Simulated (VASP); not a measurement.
# Si5N (I4/mmm) in VASP: further runs, part 2 of 2

VASP 6.6.1. Earlier steps stand in the parts before.

### 3 Single point, PBE, collinear spin, ferromagnetic start

This run uses another cell than the first one, of 15.30 Å³/atom.

Input file INCAR:

```
SYSTEM = Si5N
PREC = Accurate ; ENCUT = 520
EDIFF = 1E-6 ; ISMEAR = 0
SIGMA = 0.1 ; LREAL = .False.
LASPH = .True. ; NELM = 150
ALGO = Normal ; ISIF = 2
LWAVE = .False. ; LCHARG = .False.
ISPIN = 2 ; MAGMOM = 0 0 0 0 0 1
LORBIT = 11 ; GGA = PE
NBANDS = 26
```

Input file KPOINTS:

```
Automatic mesh
0
Gamma
  4 4 4
  0 0 0
```

Input file POSCAR:

```
Si5N
1.0
   -3.1177867542      3.1177867542      2.3613284204
    3.1177867542     -3.1177867542      2.3613284204
    3.1177867542      3.1177867542     -2.3613284204
Si N
5 1
Direct
    0.0000000000      0.3119665886      0.3119665886
    0.0000000000      0.6880334114      0.6880334114
    0.6880334114      0.0000000000      0.6880334114
    0.3119665886      0.0000000000      0.3119665886
    0.5000000000      0.5000000000      0.0000000000
    0.0000000000      0.0000000000      0.0000000000
```

Potentials or basis: VASP PAW PBE potentials, release 64 (Si, N).

Started as:

```sh
$ cat potpaw_PBE.64/Si/POTCAR potpaw_PBE.64/N/POTCAR > POTCAR
$ mpirun -np 1 vasp_std > vasp.out
```

OUTCAR:

```text
SYSTEM = Si5N
   PREC = Accurate
   ENCUT = 520
   EDIFF = 1E-6
   ISMEAR = 0
   LREAL = .False.
   LASPH = .True.
   NELM = 150
   ISIF = 2
   ISPIN = 2
   LORBIT = 11
   GGA = PE

 ion  position               nearest neighbor table
   1  0.000  0.312  0.312-   6 1.95   2 2.34   4 2.75   3 2.75   4 2.89   3 2.89   3 2.89   4 2.89
                             5 3.06   5 3.06
   2  0.000  0.688  0.688-   6 1.95   1 2.34   3 2.75   4 2.75   4 2.89   3 2.89   3 2.89   4 2.89
                             5 3.06   5 3.06
   3  0.688  0.000  0.688-   6 1.95   4 2.34   1 2.75   2 2.75   1 2.89   2 2.89   2 2.89   1 2.89
                             5 3.06   5 3.06
   4  0.312  0.000  0.312-   6 1.95   3 2.34   1 2.75   2 2.75   1 2.89   2 2.89   2 2.89   1 2.89
                             5 3.06   5 3.06
   5  0.500  0.500  0.000-   6 2.36   6 2.36   2 3.06   3 3.06   4 3.06   4 3.06   1 3.06   2 3.06
                             3 3.06   1 3.06
   6  0.000  0.000  0.000-   1 1.95   2 1.95   3 1.95   4 1.95   5 2.36   5 2.36

  LATTYP: Found a body centered tetragonal cell.
 ALAT       =     6.2355735084
 C/A-ratio  =     0.7573732928

  Lattice vectors:

 A1 = (  -3.1177867542,   3.1177867542,   2.3613284204)
 A2 = (   3.1177867542,  -3.1177867542,   2.3613284204)
 A3 = (   3.1177867542,   3.1177867542,  -2.3613284204)

Analysis of symmetry for initial positions (statically):
=====================================================================
 Subroutine PRICEL returns:
 Original cell was already a primitive cell.

 Routine SETGRP: Setting up the symmetry group for a
 body centered tetragonal supercell.

 Subroutine GETGRP returns: Found 16 space group operations
 (whereof 16 operations were pure point group operations)
 out of a pool of 16 trial point group operations.

The static configuration has the point symmetry D_4h.

Analysis of symmetry for dynamics (positions and initial velocities):
=====================================================================
 Subroutine PRICEL returns:
 Original cell was already a primitive cell.

 Routine SETGRP: Setting up the symmetry group for a
 body centered tetragonal supercell.

 Subroutine GETGRP returns: Found 16 space group operations
 (whereof 16 operations were pure point group operations)
 out of a pool of 16 trial point group operations.

The dynamic configuration has the point symmetry D_4h.

Analysis of structural, dynamic, and magnetic symmetry:
=====================================================================
 Subroutine PRICEL returns:
 Original cell was already a primitive cell.

 Routine SETGRP: Setting up the symmetry group for a
 body centered tetragonal supercell.

 Subroutine GETGRP returns: Found 16 space group operations
 (whereof 16 operations were pure point group operations)
 out of a pool of 16 trial point group operations.

The overall configuration has the point symmetry D_4h.

 Subroutine INISYM returns: Found 16 space group operations
 (whereof 16 operations are pure point group operations),
 and found     1 'primitive' translations

----------------------------------------------------------------------------------------

                                     Primitive cell

  volume of cell :      91.8141

  direct lattice vectors                    reciprocal lattice vectors
    -3.117786754  3.117786754  2.361328420     0.000000000  0.160370173  0.211745218
     3.117786754 -3.117786754  2.361328420     0.160370173  0.000000000  0.211745218
[... 94 lines left out ...]
   EMIN   =  10.00;   EMAX   =-10.00  energy-range for DOS
   EFERMI =   0.00;   METHOD = LEGACY
   ISMEAR =     0;   SIGMA  =   0.10  broadening in eV -4-tet -1-fermi 0-gaus
   EFERMI_NEDOS =   21; number of points for ismear=-14 and -15
   IALGO  =     38    algorithm
   IMIX   =      4    mixing-type and parameters
     AMIX     =   0.40;   BMIX     =  1.00
     AMIX_MAG =   1.60;   BMIX_MAG =  1.00
  volume/ion in A,a.u.               =      15.30       103.27
  Fermi-wavevector in a.u.,A,eV,Ry     =   1.061089  2.005167 15.318931  1.125910
  Thomas-Fermi vector in A             =   2.196493
   LORBIT       =     11    0 simple, 1 ext, 2 COOP (PROOUT), +10 PAW based schemes
   GGA     = PE    functional components
   LHFCALC =     F    Hartree Fock is set to
   AEXX    =    0.0000 exact exchange contribution
   IVDW    =     0    specifies the selected vdW correction
   LEPSILON=     F    determine dielectric tensor
   LRPA    =     F    only Hartree local field effects (RPA)
 spin polarized calculation
 Gauss-broadening in eV      SIGMA  =   0.10
  energy-cutoff  :      520.00
  volume of cell :       91.81
 maximum number of plane-waves:      2486
 NGX is ok and might be reduce to    40
   NGX = 19   NGY = 19   NGZ = 19

 number of electron      25.0000000 magnetization       0.0002484

 number of electron      25.0000000 magnetization      -0.0000046

 Free energy of the ion-electron system (eV)
  ---------------------------------------------------
  ext. energy  EPLUGINS =         0.00000000
  ---------------------------------------------------
  free energy    TOTEN  =       -30.23735346 eV

  energy without entropy =      -30.23315884  energy(sigma->0) =      -30.23525615

 E-fermi :   8.0122     XC(G=0): -10.6014

 val. band max:        8.0121343102   @ k =  -0.2500   0.2500   0.2500
 cond. band min:       8.1838826868   @ k =   0.5000   0.5000   0.2500
 fundamental gap:      0.1717483766
 Fermi energy:         8.0122466104

 spin component 1

 k-point     1 :       0.0000    0.0000    0.0000
  band No.  band energies     occupation
      1      -9.8511      1.00000
      2      -2.9768      1.00000
      3      -1.0796      1.00000
      4      -1.0796      1.00000
      5       1.3936      1.00000
      6       2.4024      1.00000
[... 340 lines left out ...]
     23      14.8238      0.00000
     24      15.2764      0.00000
 Fermi energy:         8.0122466104

 spin component 2

 k-point     1 :       0.0000    0.0000    0.0000
  band No.  band energies     occupation
      1      -9.8511      1.00000
      2      -2.9768      1.00000
      3      -1.0796      1.00000
      4      -1.0796      1.00000
      5       1.3937      1.00000
      6       2.4023      1.00000
[... 340 lines left out ...]
     23      14.8237      0.00000
     24      15.2763      0.00000
 [bands above 24 left out]

------------------------ aborting loop because EDIFF is reached ----------------------------------------

  FORCE on cell =-STRESS in cart. coord.  units (eV):
  Direction    XX          YY          ZZ          XY          YZ          ZX
  --------------------------------------------------------------------------------------
  -------------------------------------------------------------------------------------
  Total        0.0268657      0.0268657     -0.0784206      0.0000000     -0.0000000      0.0000000
  in kB        0.4688126      0.4688126     -1.3684581      0.0000000     -0.0000000      0.0000000
  external PRESSURE =      -0.1436110 kB  Pullay stress =       0.0000000 kB

 VOLUME and BASIS-vectors are now :
 -----------------------------------------------------------------------------
  energy-cutoff  :      520.00
  volume of cell :       91.81
      direct lattice vectors                 reciprocal lattice vectors
    -3.117786754  3.117786754  2.361328420     0.000000000  0.160370173  0.211745218
     3.117786754 -3.117786754  2.361328420     0.160370173  0.000000000  0.211745218
     3.117786754  3.117786754 -2.361328420     0.160370173  0.160370173  0.000000000

 POSITION                                       TOTAL-FORCE (eV/Angst)
 -----------------------------------------------------------------------------------
      1.94529      0.00000      0.00000        -0.010492     -0.000000     -0.000000
      4.29028      0.00000      0.00000         0.010492     -0.000000     -0.000000
      0.00000      4.29028      0.00000        -0.000000      0.010492     -0.000000
      0.00000      1.94529      0.00000        -0.000000     -0.010492     -0.000000
      0.00000      0.00000      2.36133        -0.000000      0.000000      0.000000
      0.00000      0.00000      0.00000        -0.000000      0.000000     -0.000000
 -----------------------------------------------------------------------------------
    total drift:                               -0.000000      0.000000      0.000000

  FREE ENERGIE OF THE ION-ELECTRON SYSTEM (eV)
  ---------------------------------------------------
  free  energy   TOTEN  =       -30.2373534569 eV

  energy  without entropy=      -30.2331588403  energy(sigma->0) =      -30.23525615

 total charge

# of ion       s       p       d       tot
------------------------------------------
    1        0.857   0.674   0.000   1.531
    2        0.857   0.674   0.000   1.531
    3        0.857   0.674   0.000   1.531
    4        0.857   0.674   0.000   1.531
    5        0.968   0.507   0.000   1.475
    6        1.303   2.453   0.000   3.756
--------------------------------------------------
tot          5.699   5.655   0.000  11.354

 magnetization (x)

# of ion       s       p       d       tot
------------------------------------------
    1        0.000   0.000   0.000   0.000
    2        0.000   0.000   0.000   0.000
    3        0.000   0.000   0.000   0.000
    4        0.000   0.000   0.000   0.000
    5       -0.000  -0.000   0.000  -0.000
    6       -0.000  -0.000   0.000  -0.000
--------------------------------------------------
tot         -0.000  -0.000   0.000  -0.000
```

Run time: 93 s. Hardware: 1 thread of Intel Xeon 8259CL, shared host; peak memory 0.29 GiB.

Results:

```yaml
Free_energy: -30.2374 eV
Pressure: 0.0 GPa
Largest_force: 0.010 eV/Å
Net_moment: 0.00 μB per cell
Valence_electrons_inside_the_program's_atomic_spheres: Si 1.53, 1.48 (each value once); N 3.76
```

Forces on the atoms (eV/Å):
```
Si  -0.010  0.000  0.000
Si   0.010  0.000  0.000
Si   0.000  0.010  0.000
Si   0.000 -0.010  0.000
Si   0.000  0.000  0.000
N    0.000  0.000  0.000
```

Caveat: the k points lie up to 0.42 Å⁻¹ apart.
